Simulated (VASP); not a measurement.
Wanted: the native input for a VASP 6.6.1 run.

```
Task                   : single point
Functional             : LDA
Potentials or basis    : VASP PAW LDA potentials, release 64 (Al, N)
Cutoff                 : 520 eV
k mesh                 : 10 × 10 × 10
Occupations            : fermi-dirac, width 0.05 eV
Spin                   : no spin polarisation
Dipole correction      : no
Further INCAR settings : ALGO = Normal; EDIFF = 1e-07; NBANDS = 11
```

The structure of AlN lies in POSCAR:

```
AlN
1.0
    0.0000000000      2.1693354430      2.1693354430
    2.1693354430      0.0000000000      2.1693354430
    2.1693354430      2.1693354430      0.0000000000
Al N
1 1
Direct
    0.0000000000      0.0000000000      0.0000000000
    0.2500000000      0.2500000000      0.2500000000
```

This cell differs from its parent crystal: volume scaled by 0.98.

One way to write it, as run:

INCAR

```
SYSTEM = AlN
ALGO = Normal
EDIFF = 1E-7
ENCUT = 520
GGA = CA
ISIF = 2
ISMEAR = -1
LASPH = .TRUE.
LCHARG = .FALSE.
LREAL = .FALSE.
LWAVE = .FALSE.
NBANDS = 11
NELM = 100
PREC = Accurate
SIGMA = 0.05
```

KPOINTS

```
k-points
0
G
  10 10 10
  0 0 0
```

Potentials or basis: VASP PAW LDA potentials, release 64 (Al, N).

Launch:

```console
$ cat potpaw_LDA.64/Al/POTCAR potpaw_LDA.64/N/POTCAR > POTCAR
$ mpirun -np 1 vasp_std > vasp.out
```

It gave:

| Property | Result |
| --- | --- |
| Pressure | 1.2 GPa |
| Band gap on the k mesh | 3.23 eV, indirect (least direct gap 4.42 eV) |

Run time: 3.4 s on 1 thread of Intel Xeon 6975P-C (shared host), peak memory 0.13 GiB.
